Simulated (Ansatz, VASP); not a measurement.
## CsSi2: VASP beside Ansatz

```
Cs Si
1.0
     6.37157    0.00000    0.00000
    -3.18578    5.51794    0.00000
     0.00000    0.00000    4.47866
Cs Si
1 2
Direct
  0.33333 0.66667 0.00000
  0.00000 0.00000 0.25039
  0.00000 0.00000 0.74961
```

Alike in both runs: functional PBE; k mesh 9 × 9 × 10; occupations gaussian, width 0.1 eV; no spin polarisation.

Ansatz relaxed the structure, and its values are those at the end. VASP's run is a single point on that final structure, the one shown.

|  | VASP | Ansatz |
| --- | --- | --- |
| version | VASP 6.6.1 | Ansatz 0.2.0 |
| potentials or method | VASP PAW PBE potentials, release 64 (Cs_sv, Si), cutoff 520 eV | scalar-relativistic, plane waves, PAW |
| valence electrons in the cell | 17 | 17 |

```tsv
	VASP	Ansatz	Ansatz less VASP
gap on the k mesh at the Fermi level (eV)	none	none	-
pressure (GPa)	0.0	0.0	0.00
```

A gap of «none» marks a metal or a gap that the smearing closes.

Spin-orbit coupling is off throughout.
